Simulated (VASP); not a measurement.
# PtSe (wurtzite type) (P6_3mc) in VASP: single point with PBE

Aim: the single point of PtSe (wurtzite type) with PBE.

Program: VASP 6.6.1. These are calculated values, not measurements. Logs are shortened: lines on timing, memory, paths and dates and some standing lists are left out, and cuts for length are marked.

## Step 1: The cell of the first run

The structure is hexagonal, space group P6_3mc (No. 186). The conventional cell has a = 3.850 Å, b = 3.850 Å, c = 7.096 Å, α = 90.00°, β = 90.00°, γ = 120.00°. Within 3.3 Å of Pt (site symmetry 3m) lie 4 Se at 2.46 to 2.49 Å. Within 3.3 Å of Se (site symmetry 3m) lie 4 Pt at 2.46 to 2.49 Å.

## Step 2: Single point, PBE

INCAR reads:

```
SYSTEM = PtSe
ALGO = Normal
EDIFF = 1E-6
ENCUT = 520
GGA = PE
ISIF = 2
ISMEAR = -1
LASPH = .True.
LCHARG = .False.
LREAL = .False.
LWAVE = .False.
NBANDS = 24
NELM = 100
PREC = Accurate
SIGMA = 0.03
```

KPOINTS reads:

```
k-points
0
Gamma
  10 10 6
  0 0 0
```

POSCAR reads:

```
PtSe
1.0
    3.8499446572      0.0000000000      0.0000000000
   -1.9249723286      3.3341498763      0.0000000000
    0.0000000000      0.0000000000      7.0964647173
Pt Se
2 2
Direct
    0.3333333333      0.6666666667      0.0126290861
    0.6666666667      0.3333333333      0.5126290861
    0.3333333333      0.6666666667      0.3633709139
    0.6666666667      0.3333333333      0.8633709139
```

Potentials or basis: VASP PAW PBE potentials, release 64 (Pt, Se).

Started as:

```sh
> cat potpaw_PBE.64/Pt/POTCAR potpaw_PBE.64/Se/POTCAR > POTCAR
> mpirun -np 1 vasp_std > vasp.out
```

OUTCAR:

```text
SYSTEM = PtSe
   EDIFF = 1E-6
   ENCUT = 520
   GGA = PE
   ISIF = 2
   ISMEAR = -1
   LASPH = .True.
   LREAL = .False.
   NELM = 100
   PREC = Accurate

 ion  position               nearest neighbor table
   1  0.333  0.667  0.013-   4 2.46   4 2.46   4 2.46   3 2.49
   2  0.667  0.333  0.513-   3 2.46   3 2.46   3 2.46   4 2.49
   3  0.333  0.667  0.363-   2 2.46   2 2.46   2 2.46   1 2.49
   4  0.667  0.333  0.863-   1 2.46   1 2.46   1 2.46   2 2.49

  LATTYP: Found a hexagonal cell.
 ALAT       =     3.8499446572
 C/A-ratio  =     1.8432640854

  Lattice vectors:

 A1 = (   3.8499446572,   0.0000000000,   0.0000000000)
 A2 = (  -1.9249723286,   3.3341498763,   0.0000000000)
 A3 = (   0.0000000000,   0.0000000000,   7.0964647173)

Analysis of symmetry for initial positions (statically):
=====================================================================
 Subroutine PRICEL returns:
 Original cell was already a primitive cell.

 Routine SETGRP: Setting up the symmetry group for a
 hexagonal supercell.

 Subroutine GETGRP returns: Found 12 space group operations
 (whereof  6 operations were pure point group operations)
 out of a pool of 24 trial point group operations.

The static configuration has the point symmetry C_3v.
 The point group associated with its full space group is C_6v.

Analysis of symmetry for dynamics (positions and initial velocities):
=====================================================================
 Subroutine PRICEL returns:
 Original cell was already a primitive cell.

 Routine SETGRP: Setting up the symmetry group for a
 hexagonal supercell.

 Subroutine GETGRP returns: Found 12 space group operations
 (whereof  6 operations were pure point group operations)
 out of a pool of 24 trial point group operations.

The dynamic configuration has the point symmetry C_3v.
 The point group associated with its full space group is C_6v.

 Subroutine INISYM returns: Found 12 space group operations
 (whereof  6 operations are pure point group operations),
 and found     1 'primitive' translations

----------------------------------------------------------------------------------------

                                     Primitive cell

  volume of cell :      91.0923

[... 83 lines left out ...]
   PREC   = accura    normal or accurate (medium, high low for compatibility)
   ISTART =      0    job   : 0-new  1-cont  2-samecut
   ICHARG =      2    charge: 1-file 2-atom 10-const
   ISPIN  =      1    spin polarized calculation?
   LNONCOLLINEAR =      F non collinear calculations
   LSORBIT =      F    spin-orbit coupling
   LASPH  =      T    aspherical Exc in radial PAW
   ENCUT  =  520.0 eV  38.22 Ry    6.18 a.u.   7.16  7.16 13.19*2*pi/ulx,y,z
   NELM   =    100;   NELMIN=  2; NELMDL= -5     # of ELM steps
   EDIFF  = 0.1E-05   stopping-criterion for ELM
   LREAL  =      F    real-space projection
   EDIFFG = 0.1E-04   stopping-criterion for IOM
   NSW    =      0    number of steps for IOM
   IBRION =     -1    ionic relax: 0-MD 1-quasi-New 2-CG
   NFREE  =      0    steps in history (QN), initial steepest desc. (CG)
   ISIF   =      2    stress and relaxation
   ISYM   =      2    0-nonsym 1-usesym 2-fastsym
   POTIM  = 0.5000    time-step for ionic-motion
   TEBEG  =    0.0;   TEEND  =   0.0 temperature during run
   PSTRESS=    0.0 pullay stress
   NELECT =      32.0000    total number of electrons
   NUPDOWN=      -1.0000    fix difference up-down
   EMIN   =  10.00;   EMAX   =-10.00  energy-range for DOS
   EFERMI =   0.00;   METHOD = LEGACY
   ISMEAR =    -1;   SIGMA  =   0.03  broadening in eV -4-tet -1-fermi 0-gaus
   EFERMI_NEDOS =   21; number of points for ismear=-14 and -15
   IALGO  =     38    algorithm
   IMIX   =      4    mixing-type and parameters
     AMIX     =   0.40;   BMIX     =  1.00
     AMIX_MAG =   1.60;   BMIX_MAG =  1.00
  volume/ion in A,a.u.               =      22.77       153.68
  Fermi-wavevector in a.u.,A,eV,Ry     =   1.155130  2.182880 18.154604  1.334326
  Thomas-Fermi vector in A             =   2.291761
   LORBIT       =      0    0 simple, 1 ext, 2 COOP (PROOUT), +10 PAW based schemes
   GGA     = PE    functional components
   LHFCALC =     F    Hartree Fock is set to
   AEXX    =    0.0000 exact exchange contribution
   IVDW    =     0    specifies the selected vdW correction
   LEPSILON=     F    determine dielectric tensor
   LRPA    =     F    only Hartree local field effects (RPA)
 non-spin polarized calculation
  energy-cutoff  :      520.00
  volume of cell :       91.09
 maximum number of plane-waves:      2467
 NGX is ok and might be reduce to    30
   NGX = 15   NGY = 15   NGZ = 27

 number of electron      31.9999995 magnetization

 Free energy of the ion-electron system (eV)
  ---------------------------------------------------
  ext. energy  EPLUGINS =         0.00000000
  ---------------------------------------------------
  free energy    TOTEN  =       -19.11869484 eV

  energy without entropy =      -19.10517888  energy(sigma->0) =      -19.11193686

 E-fermi :   5.2446     XC(G=0): -10.1624

 val. band max:        5.2417208935   @ k =   0.5000   0.0000   0.5000
 cond. band min:       5.2514376287   @ k =   0.4000   0.0000   0.1667
 fundamental gap:      0.0097167352
 Fermi energy:         5.2446381184

 k-point     1 :       0.0000    0.0000    0.0000
  band No.  band energies     occupation
      1      -9.5496      2.00000
      2      -8.9348      2.00000
      3      -1.1298      2.00000
      4      -0.5194      2.00000
      5      -0.0348      2.00000
      6      -0.0348      2.00000
[... 637 lines left out ...]
     23      12.4533      0.00000
     24      13.8215      0.00000

 [... further k-points ...]
[... 5 lines left out ...]
  --------------------------------------------------------------------------------------
  -------------------------------------------------------------------------------------
  Total        0.0115524      0.0115524     -0.0116333      0.0000000      0.0000000      0.0000000
  in kB        0.2031890      0.2031890     -0.2046122      0.0000000      0.0000000      0.0000000
  external PRESSURE =       0.0672553 kB  Pullay stress =       0.0000000 kB

 VOLUME and BASIS-vectors are now :
 -----------------------------------------------------------------------------
  energy-cutoff  :      520.00
  volume of cell :       91.09
      direct lattice vectors                 reciprocal lattice vectors
     3.849944657  0.000000000  0.000000000     0.259743993  0.149963265  0.000000000
    -1.924972329  3.334149876  0.000000000     0.000000000  0.299926529  0.000000000
     0.000000000  0.000000000  7.096464717     0.000000000  0.000000000  0.140915236

 POSITION                                       TOTAL-FORCE (eV/Angst)
 -----------------------------------------------------------------------------------
     -0.00000      2.22277      0.08962        -0.000000     -0.000000      0.005333
      1.92497      1.11138      3.63785         0.000000      0.000000      0.005333
     -0.00000      2.22277      2.57865        -0.000000      0.000000     -0.005333
      1.92497      1.11138      6.12688        -0.000000     -0.000000     -0.005333
 -----------------------------------------------------------------------------------
    total drift:                               -0.000000      0.000000      0.001654

  FREE ENERGIE OF THE ION-ELECTRON SYSTEM (eV)
  ---------------------------------------------------
  free  energy   TOTEN  =       -19.1186948391 eV

  energy  without entropy=      -19.1051788838  energy(sigma->0) =      -19.11193686
```

OSZICAR:

```text
N       E                     dE             d eps       ncg     rms          rms(c)
DAV:   1     0.171288787884E+03    0.17129E+03   -0.14427E+04  2688   0.118E+03
DAV:   2    -0.117828932313E+02   -0.18307E+03   -0.17109E+03  3184   0.235E+02
DAV:   3    -0.195511654397E+02   -0.77683E+01   -0.76537E+01  3368   0.483E+01
DAV:   4    -0.196297063524E+02   -0.78541E-01   -0.78505E-01  2960   0.538E+00
DAV:   5    -0.196309143333E+02   -0.12080E-02   -0.12079E-02  3504   0.647E-01    0.142E+01
DAV:   6    -0.191895036048E+02    0.44141E+00   -0.16746E+00  2784   0.102E+01    0.843E+00
DAV:   7    -0.191360457129E+02    0.53458E-01   -0.16669E-01  2760   0.360E+00    0.352E+00
DAV:   8    -0.191189310275E+02    0.17115E-01   -0.48604E-02  3312   0.165E+00    0.319E-01
DAV:   9    -0.191186800504E+02    0.25098E-03   -0.34508E-03  3008   0.355E-01    0.162E-01
DAV:  10    -0.191186947975E+02   -0.14747E-04   -0.84314E-04  3264   0.178E-01    0.446E-02
DAV:  11    -0.191186929353E+02    0.18622E-05   -0.30448E-05  3224   0.373E-02    0.176E-02
DAV:  12    -0.191186950046E+02   -0.20693E-05   -0.12529E-05  3128   0.222E-02    0.598E-03
DAV:  13    -0.191186948391E+02    0.16553E-06   -0.10725E-06  2272   0.556E-03
   1 F= -.19118695E+02 E0= -.19111937E+02  d E =-.135160E-01
```

stdout:

```text
POSCAR found type information on POSCAR PtSe
 POSCAR found :  2 types and       4 ions
 scaLAPACK will be used
 LDA part: xc-table for (Slater+PW92), standard interpolation
 POSCAR, INCAR and KPOINTS ok, starting setup
 FFT: planning ... GRIDC
 FFT: planning ... GRID_SOFT
 FFT: planning ... GRID
 WAVECAR not read
 entering main loop
```

Wall time 48 s (1 thread of AMD EPYC 9R45 (Zen 5), shared host); peak memory 0.25 GiB.

Results:

- Free energy: -19.1187 eV
- Pressure: 0.0 GPa
- Largest force: 0.005 eV/Å
- Band gap on the k mesh: zero (band 16 reaches 6.57 eV, above the bottom of band 17 at 4.61 eV)

Forces in eV/Å, atoms in the order of the input:
```
Pt   0.000  0.000  0.005
Pt   0.000  0.000  0.005
Se   0.000  0.000 -0.005
Se   0.000  0.000 -0.005
```

Levels at points of the mesh, in eV from the Fermi level:
| k point | band 12 | band 13 | band 14 | band 15 | band 16 | band 17 | band 18 | band 19 | band 20 | band 21 |
| --- | --- | --- | --- | --- | --- | --- | --- | --- | --- | --- |
| (0.00, 0.00, 0.00) | -2.71 | -2.71 | 0.57 | 0.61 | 0.61 | 1.98 | 2.22 | 2.22 | 3.64 | 5.90 |
| (0.50, 0.00, 0.00) | -2.39 | -2.18 | -2.18 | -1.79 | -1.09 | -0.30 | 1.08 | 3.27 | 4.87 | 5.95 |
| (0.00, 0.00, 0.50) | -2.84 | -1.28 | -1.28 | 1.33 | 1.33 | 1.33 | 1.33 | 2.91 | 2.91 | 6.49 |
| (0.50, 0.00, 0.50) | -2.45 | -2.36 | -2.36 | -0.79 | -0.79 | 0.00 | 0.00 | 3.38 | 3.38 | 6.37 |

Caveat: spin-orbit coupling is left out, which moves the levels of the heavy elements.
